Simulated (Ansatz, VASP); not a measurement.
## SiO2 in VASP and in Ansatz

```
Si O
1.0
     4.18650    0.00000    0.00000
     0.00000    4.18650    0.00000
     0.00000    0.00000    2.66840
Si O
2 4
Direct
  0.00000 0.00000 0.00000
  0.50000 0.50000 0.50000
  0.30590 0.30590 0.00000
  0.19410 0.80590 0.50000
  0.69410 0.69410 0.00000
  0.80590 0.19410 0.50000
```

Alike in both runs: task single point; functional LDA; k mesh 4 × 4 × 6; occupations gaussian, width 0.1 eV; no spin polarisation.

|  | VASP | Ansatz |
| --- | --- | --- |
| version | VASP 6.6.1 | Ansatz 0.2.0 |
| potentials or method | VASP PAW LDA potentials, release 64 (Si, O), cutoff 520 eV | scalar-relativistic, plane waves, PAW |
| valence electrons in the cell | 32 | 32 |

VASP gave:

```
gap on the k mesh at the Fermi level (eV)                     : 5.53
least direct gap on the mesh (eV)                             : 5.53
pressure (GPa)                                                : -4.4
traceless stress, the component that is largest in VASP (GPa) : 1.25
rms of the force components (eV/Å)                            : 0.022
```

Q: Which values does Ansatz return?

A: gap on the k mesh at the Fermi level (eV): 5.52; least direct gap on the mesh (eV): 5.52; pressure (GPa): -5.4; traceless stress, the component that is largest in VASP (GPa): 0.60; rms of the force components (eV/Å): 0.039.

Ansatz warns that its potentials were made for another functional, while VASP's fit it. LDA's correlation is that of Perdew and Zunger in VASP and of Perdew and Wang (1992) in Ansatz. Atom by atom the forces differ by 0.017 eV/Å (rms over components).
